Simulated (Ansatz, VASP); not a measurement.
**One calculation of CdRhC4N4, two programs**

```
Cd Rh C N
1.0
     6.29009    0.00000    0.00000
     0.00000    6.29009    0.00000
     0.00000    0.00000    6.29009
Cd Rh C N
1 1 4 4
Direct
  0.00000 0.00000 0.00000
  0.50000 0.50000 0.50000
  0.20432 0.20432 0.20432
  0.20432 0.79568 0.79568
  0.79568 0.20432 0.79568
  0.79568 0.79568 0.20432
  0.31151 0.31151 0.31151
  0.31151 0.68849 0.68849
  0.68849 0.31151 0.68849
  0.68849 0.68849 0.31151
```

Alike in both runs: functional PBE; k mesh 4 × 4 × 4; occupations gaussian, width 0.02 eV; collinear spin.

Ansatz relaxed the structure, and its values are those at the end. VASP's run is a single point on that final structure, the one shown.

|  | VASP | Ansatz |
| --- | --- | --- |
| version | VASP 6.6.1 | Ansatz 0.2.0 |
| potentials or method | VASP PAW PBE potentials, release 64 (Cd, Rh_pv, C, N), cutoff 520 eV | scalar-relativistic, plane waves, PAW |
| valence electrons in the cell | 63 | 73 |

|  | VASP | Ansatz | Ansatz less VASP |
| --- | --- | --- | --- |
| gap on the k mesh at the Fermi level (eV) | 1.32 | 1.33 | +0.007 |
| least direct gap on the mesh (eV) | 1.41 | 1.42 | +0.007 |
| pressure (GPa) | 0.4 | 0.0 | -0.37 |
| rms of the force components (eV/Å) | 0.191 | 0.003 | -0.1876 |
| net moment per atom (μB) | 0.30 | 0.30 | 0.000 |
| size of the moment on the site where the two differ most (μB) | 2.10 | 1.70 | -0.401 |

Site moments also hang on the region over which each program counts them. VASP's potentials hold 63 valence electrons a cell and Ansatz's 73, so a difference there can come from the potentials and not from the codes.

Noted on VASP's run: the standard files for N, O and F lose accuracy on very short bonds.
